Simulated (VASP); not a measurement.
Si5N3: single point with PBE

Si5N3:

```
CELL_PARAMETERS angstrom
2.88090 0.00000 0.00000
-1.44045 2.49493 0.00000
0.00000 0.00000 31.49223
ATOMIC_POSITIONS crystal
Si 0.66667 0.33333 0.41925
Si 0.33333 0.66667 0.20097
Si 0.33333 0.66667 0.27839
Si 0.66667 0.33333 0.34281
Si 0.00000 0.00000 0.03814
Si 0.00000 0.00000 0.96186
Si 0.33333 0.66667 0.58075
Si 0.66667 0.33333 0.79903
Si 0.66667 0.33333 0.72161
Si 0.33333 0.66667 0.65719
N 0.33333 0.66667 0.43717
N 0.00000 0.00000 0.18286
N 0.33333 0.66667 0.05612
N 0.66667 0.33333 0.94388
N 0.66667 0.33333 0.56283
N 0.00000 0.00000 0.81714
```

```
Program                : VASP 6.6.1
Task                   : single point
Functional             : PBE
Potentials or basis    : VASP PAW PBE potentials, release 64 (Si, N)
Cutoff                 : 520 eV
k mesh                 : 12 × 12 × 1
Occupations            : gaussian, width 0.1 eV
Spin                   : no spin polarisation
Dipole correction      : no
Further INCAR settings : LREAL = Auto; ALGO = Normal; EDIFF = 1e-06; NBANDS = 49
```

```yaml
Pressure: -0.1 GPa
Largest_force: 0.025 eV/Å
Band_gap_on_the_k_mesh: zero (band 35 reaches 10.10 eV, above the bottom of band 36 at 5.71 eV)
```

Forces on the atoms (eV/Å):
```
Si   0.000  0.000  0.022
Si   0.000  0.000 -0.025
Si   0.000  0.000  0.004
Si   0.000  0.000  0.001
Si   0.000  0.000  0.016
Si   0.000  0.000 -0.016
Si   0.000  0.000 -0.022
Si   0.000  0.000  0.025
Si   0.000  0.000 -0.004
Si   0.000  0.000 -0.001
N    0.000  0.000 -0.021
N    0.000  0.000  0.024
N    0.000  0.000 -0.023
N    0.000  0.000  0.023
N    0.000  0.000  0.021
N    0.000  0.000 -0.024
```

Levels at points of the mesh, in eV from the Fermi level:
```tsv
k point	band 33	band 34	band 35	band 36	band 37	band 38
(0.00, 0.00, 0.00)	-0.59	2.30	2.39	2.67	4.38	4.47
(0.50, 0.00, 0.00)	-2.55	-1.56	-1.55	-0.17	-0.15	0.47
```

Wall time 5.4 min on 1 thread of Intel(R) Xeon(R) Platinum 8488C (Sapphire Rapids) (shared host), peak memory 0.4 GiB.
